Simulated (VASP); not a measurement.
Here is a VASP 6.6.1 calculation.

POSCAR

```
HfO2
1.0
    0.0000000000      2.5291822585      2.5291822585
    2.5291822585      0.0000000000      2.5291822585
    2.5291822585      2.5291822585      0.0000000000
Hf O
1 2
Direct
    0.0000000000      0.0000000000      0.0000000000
    0.7500000000      0.7500000000      0.7500000000
    0.2500000000      0.2500000000      0.2500000000
```

File INCAR.step1:

```
  PREC = Accurate
  ENCUT = 520
  EDIFF = 1E-5
  ISMEAR = 0
  SIGMA = 0.01
  LREAL = F
  LASPH = T
  NELM = 60
  ALGO = Normal
  ISIF = 2
  LWAVE = T
  LCHARG = F
  NBANDS = 18
  GGA = PE
```

The input INCAR.step2:

```
  PREC = Accurate
  ENCUT = 520
  EDIFF = 1E-6
  ISMEAR = 0
  SIGMA = 0.01
  LREAL = F
  LASPH = T
  NELM = 60
  ALGO = Normal
  ISIF = 2
  LWAVE = F
  LCHARG = F
  GGA = PE
  LHFCALC = T
  HFSCREEN = 0.2079
  PRECFOCK = Normal
  NBANDS = 18
  ISTART = 1
```

The input KPOINTS:

```
Automatic mesh
0
Gamma
  6 6 6
```

Potentials or basis: VASP PAW PBE potentials, release 64 (Hf_pv, O).

Command:

```bash
$ cat potpaw_PBE.64/Hf_pv/POTCAR potpaw_PBE.64/O/POTCAR > POTCAR
$ cp INCAR.step1 INCAR
$ mpirun -np 1 vasp_std > vasp.out
$ cp INCAR.step2 INCAR
$ mpirun -np 1 vasp_std > vasp.out
```

Estimate the pressure.

-5.3 GPa.

Predict the band gap on the k mesh.

5.36 eV.

Caveat: the cell stands under tension; the PAW data sets were made with another functional, which shifts forces and pressure a little; spin-orbit coupling is left out, which moves the levels of the heavy elements. A k mesh can miss the band edges.
